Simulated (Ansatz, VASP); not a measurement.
## Two plane-wave programs on C

Contents of INCAR:

```
PREC     = Accurate       # precision mode
ENCUT    = 520            # plane-wave cutoff, eV
EDIFF    = 1E-7           # SCF threshold, eV
ISMEAR   = 0              # smearing method
SIGMA    = 0.02           # smearing width, eV
LREAL    = F              # projectors in reciprocal space
LASPH    = T              # aspherical terms in the spheres
NELM     = 120            # most SCF steps
ALGO     = Normal         # electronic algorithm
ISIF     = 2              # what is computed and relaxed
LWAVE    = F              # write WAVECAR
LCHARG   = F              # write CHGCAR
GGA      = PS             # functional
IBRION   = 2              # ionic algorithm
NSW      = 60             # ionic steps
EDIFFG   = -0.002         # ionic threshold
GGA_COMPAT= F            
NELMIN   = 4
```

File KPOINTS:

```
Automatic mesh
0
Gamma
  9 9 9
```

File POSCAR:

```
C
1.0
    0.0204355626      1.7706156426      1.7706156426
    1.7706156426      0.0204355626      1.7706156426
    1.7706156426      1.7706156426      0.0204355626
C
2
Direct
   -0.0000970539     -0.0000970539     -0.0000970539
    0.2500970539      0.2500970539      0.2500970539
```

Input for Ansatz:

```yaml
crystal:
  lattice:
    - [0.0204355626, 1.7706156426, 1.7706156426]
    - [1.7706156426, 0.0204355626, 1.7706156426]
    - [1.7706156426, 1.7706156426, 0.0204355626]
  atoms:
    - { symbol: C, position: [-9.70539e-05, -9.70539e-05, -9.70539e-05] }
    - { symbol: C, position: [0.2500970539, 0.2500970539, 0.2500970539] }
basis:
  ecutwfc: 420
kpoints:
  mp_grid: { grid: [9, 9, 9] }
hamiltonian:
  xc: pbesol
  pseudopotentials: { kind: paw, azcp: { folder: soft_1 } }
scf:
  occupations: { method: gaussian, width: 0.02 }
output:
  forces: true
  stress: true
  eigenvalues: true
relax:
  adjacent_minimum: "off"
  f_tol: 0.002
  max_steps: 40
```

Change from the starting cell: strained cell.

Alike in both runs: task relaxation of the atoms; functional PBEsol; k mesh 9 × 9 × 9; occupations gaussian, width 0.02 eV; no spin polarisation.

```csv
,VASP,Ansatz
version,VASP 6.6.1,Ansatz 0.2.0
potentials or method,"VASP PAW PBE potentials, release 64 (C), cutoff 520 eV","scalar-relativistic, plane waves, PAW"
valence electrons in the cell,8,8
```

```csv
,VASP,Ansatz,Ansatz less VASP
"gap on the k mesh at the Fermi level, each at its own relaxed structure (eV)",4.09,4.09,+0.007
```

VASP's potentials were made for PBE, not for PBEsol, and Ansatz warns of the same on its side. Ansatz's warnings: stress scf threshold loose.
